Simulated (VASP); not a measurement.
## Mg9O8 (a cell with a defect): single point with PBE

The system is Mg9O8 (a cell with a defect).

```
CELL_PARAMETERS angstrom
0.00000 4.35500 4.35500
4.35500 0.00000 4.35500
4.35500 4.35500 0.00000
ATOMIC_POSITIONS crystal
Mg 0.96573 0.09684 0.97303
Mg 0.03675 0.96192 0.51997
Mg 0.99370 0.45873 0.02010
Mg 0.98994 0.47026 0.56978
Mg 0.52424 0.97799 0.99893
Mg 0.49370 0.01923 0.50160
Mg 0.55318 0.46827 0.92611
Mg 0.50854 0.48893 0.49419
Mg 0.11382 0.67274 0.13134
O 0.23724 0.26138 0.24140
O 0.25505 0.24823 0.74933
O 0.22259 0.80152 0.24560
O 0.20713 0.70598 0.75285
O 0.72189 0.28708 0.21218
O 0.77196 0.21890 0.74698
O 0.74650 0.75093 0.25490
O 0.73634 0.73448 0.78812
```

```
Program             : VASP 6.6.1
Task                : single point
Functional          : PBE
Potentials or basis : VASP PAW PBE potentials, release 64 (Mg, O)
Cutoff              : 520 eV
k mesh              : 2 × 2 × 2
Occupations         : fermi-dirac, width 0.02 eV
Spin                : no spin polarisation
```

* Pressure: 27.1 GPa
* Largest force: 3.492 eV/Å
* Band gap on the k mesh: zero (bands 33 and 34 overlap by 0.46 eV)

Forces on the atoms (eV/Å):
```
Mg  -0.294  1.478 -0.396
Mg   0.936 -2.587  0.058
Mg  -0.146 -1.118 -0.073
Mg   0.253 -0.638  0.733
Mg   0.263 -0.388 -0.715
Mg  -0.679  0.267  0.271
Mg   2.062 -0.138 -0.119
Mg  -0.261 -0.720  0.080
Mg  -2.404 -0.146 -0.481
O    0.323  0.274  0.419
O   -0.183  0.350  0.353
O    0.658  1.280  0.791
O   -0.028  3.472  0.375
O    1.026  0.830 -0.997
O   -0.724 -1.205 -0.072
O    0.405 -0.263 -0.749
O   -1.206 -0.747  0.522
```

Stress tensor (GPa, compression positive):
```
28.29 -0.55  3.35
-0.55 27.21 -2.30
 3.35 -2.30 25.79
```

Levels at points of the mesh, in eV from the Fermi level:
```csv
k point,band 30,band 31,band 32,band 33,band 34,band 35,band 36,band 37
"(0.00, 0.00, 0.00)",-6.03,-5.85,-5.71,-2.59,0.42,0.69,0.89,1.20
"(0.50, 0.00, 0.00)",-6.25,-6.09,-5.84,-0.55,-0.15,1.26,1.77,1.97
"(0.00, 0.50, 0.00)",-6.37,-5.97,-5.83,-0.44,-0.12,1.46,1.59,1.94
"(0.00, 0.00, 0.50)",-6.24,-6.00,-5.93,-0.50,-0.21,1.36,1.48,2.21
"(0.50, 0.50, 0.50)",-6.34,-6.04,-5.78,-0.44,0.12,1.50,1.79,1.97
"(0.50, 0.50, 0.00)",-6.40,-6.27,-6.01,0.25,0.45,1.62,1.70,2.14
"(0.00, 0.50, 0.50)",-6.36,-6.01,-5.93,0.19,0.33,1.59,1.68,2.05
"(0.50, 0.00, 0.50)",-6.38,-6.22,-5.97,0.18,0.41,1.53,1.76,1.98
```

Wall time 5.1 min on 1 thread of Intel Xeon 8259CL, with other jobs on the host, peak memory 0.33 GiB.

Caveat: the k points lie up to 0.62 Å⁻¹ apart.
